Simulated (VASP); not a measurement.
Si: single point with PBE+D3(BJ)

Crystal: Si.

```
Si
1.0
     0.00000    1.65879    1.65879
     1.65879    0.00000    1.65879
     1.65879    1.65879    0.00000
Si
1
Direct
  0.00000 0.00000 0.00000
```

```yaml
Program: VASP 6.6.1
Task: single point
Functional: PBE
Dispersion: D3(BJ)
Potentials_or_basis: VASP PAW PBE potentials, release 64 (Si)
Cutoff: 500 eV
k_mesh: 15 × 15 × 15
Occupations: fermi-dirac, width 0.1 eV
Spin: no spin polarisation
```

* Pressure: 90.7 GPa
* Band gap on the k mesh: zero (band 2 reaches 31.37 eV, above the bottom of band 3 at 14.36 eV)
* Dispersion energy per atom: -0.691 eV

Levels at points of the mesh, in eV from the Fermi level:
| k point | band 1 | band 2 | band 3 | band 4 | band 5 | band 6 | band 7 |
| --- | --- | --- | --- | --- | --- | --- | --- |
| (0.00, 0.00, 0.00) | -19.44 | 13.87 | 13.87 | 13.87 | 17.90 | 17.90 | 17.90 |

Wall time 13 s on 1 thread of Intel Xeon 8259CL, with other jobs on the host, peak memory 0.12 GiB.

Caveat: three body term missing; pairwise dispersion overbinds metals, which lowers pressure and volume.
